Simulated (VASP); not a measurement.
Input of a VASP 6.6.1 run:

Contents of INCAR:

```
ALGO     = Normal         # electronic algorithm
EDIFF    = 1E-6           # SCF threshold, eV
ENCUT    = 520            # plane-wave cutoff, eV
GGA      = PS             # functional
ISIF     = 2              # what is computed and relaxed
ISMEAR   = -1             # smearing method
LASPH    = T              # aspherical terms in the spheres
LCHARG   = F              # write CHGCAR
LREAL    = F              # projectors in reciprocal space
LWAVE    = F              # write WAVECAR
NBANDS   = 16             # bands
NELM     = 60             # most SCF steps
PREC     = Accurate       # precision mode
SIGMA    = 0.02           # smearing width, eV
```

The input KPOINTS:

```
k-points
0
Gamma
  7 7 5
```

File POSCAR:

```
Si
1.0
    2.7169994271      2.7169994271      0.0000000000
   -2.7169994271      2.7169994271      0.0000000000
    0.0000000000      0.0000000000      5.4339988542
Si
4
Direct
    0.2500000000      0.5000000000      0.3750000000
    0.7500000000      0.0000000000      0.8750000000
    0.2500000000      0.0000000000      0.1250000000
    0.7500000000      0.5000000000      0.6250000000
```

Potentials or basis: VASP PAW PBE potentials, release 64 (Si).

Command:

```sh
$ cat potpaw_PBE.64/Si/POTCAR > POTCAR
$ mpirun -np 1 vasp_std > vasp.out
```

Task: Predict the pressure.

Result: 0.1 GPa.

Task: Estimate the band gap on the k mesh.

Result: 0.46 eV.

Caveat: the PAW data sets were made with another functional, which shifts forces and pressure a little. As with any semilocal functional, this PBEsol gap is likely too small.
